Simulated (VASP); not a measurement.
A run of VASP 6.6.1 is set up as follows.

Contents of INCAR:

```
SYSTEM = ZrB
PREC = Accurate
ENCUT = 520
EDIFF = 1E-7
ISMEAR = 0
SIGMA = 0.15
LREAL = .False.
LASPH = .True.
NELM = 60
ALGO = Normal
ISIF = 2
LWAVE = .False.
LCHARG = .True.
GGA = PE
LELF = .True.
LVHAR = .True.
NBANDS = 14
```

Contents of KPOINTS:

```
regular mesh
0
Gamma
  18 18 18
  0 0 0
```

File POSCAR:

```
ZrB
1.0
    0.0087187500      2.3250000000      2.3250000000
    2.3337187500      0.0000000000      2.3337187500
    2.3250000000      2.3250000000      0.0087187500
Zr B
1 1
Direct
    0.0000000000      0.0000000000      0.0000000000
    0.5000000000      0.5000000000      0.5000000000
```

Potentials or basis: VASP PAW PBE potentials, release 64 (Zr_sv, B).

Run with:

```console
$ cat potpaw_PBE.64/Zr_sv/POTCAR potpaw_PBE.64/B/POTCAR > POTCAR
$ mpirun -np 1 vasp_std > vasp.out
```

Q: What does it give for the band gap on the k mesh?

A: Zero (an odd number of electrons rules out a gap without spin polarisation).

Q: Predict the pressure.

A: 35.0 GPa.

Stress tensor (GPa, compression positive):
```
34.99  0.00 -0.43
 0.00 35.00  0.00
-0.43  0.00 34.99
```

Caveat: the cell differs from its parent crystal (strain +0.0075 x Voigt [0, 0, 0, 0, 1, 0]); the cell stands under pressure.
